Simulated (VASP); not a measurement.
## CdSe: single point with PBE

The system is CdSe.

```
Cd Se
1.0
     0.00000    2.86860    2.86860
     2.86860    0.00000    2.86860
     2.86860    2.86860    0.00000
Cd Se
1 1
Direct
  0.00000 0.00000 0.00000
  0.50000 0.50000 0.50000
```

```yaml
Program: VASP 6.6.1
Task: single point
Functional: PBE
Potentials_or_basis: VASP PAW PBE potentials, release 64 (Cd, Se)
Cutoff: 520 eV
k_mesh: 16 × 16 × 16
Occupations: gaussian, width 0.1 eV
Spin: no spin polarisation
Dipole_correction: no
Further_INCAR_settings: ALGO = Normal; EDIFF = 1e-06; NBANDS = 16
```

- Pressure: 0.3 GPa
- Band gap on the k mesh: zero (bands 9 and 10 overlap by 0.44 eV)

Levels at points of the mesh, in eV from the Fermi level:
```tsv
k point	band 5	band 6	band 7	band 8	band 9	band 10	band 11	band 12	band 13	band 14
(0.00, 0.00, 0.00)	-7.93	-7.93	-0.64	-0.64	-0.64	0.08	8.63	8.63	8.63	9.77
(0.50, 0.00, 0.00)	-7.79	-7.79	-4.97	-0.07	-0.07	3.00	5.25	5.25	5.93	11.23
(0.50, 0.50, 0.00)	-7.74	-7.26	-4.13	-2.09	-2.09	-0.47	5.44	9.72	10.31	10.32
```

Wall time 54 s on 1 thread of Intel(R) Xeon(R) Platinum 8488C (Sapphire Rapids), on a shared host, peak memory 0.25 GiB.

Caveat: semilocal functionals underestimate gaps, so a narrow gap can read as zero.
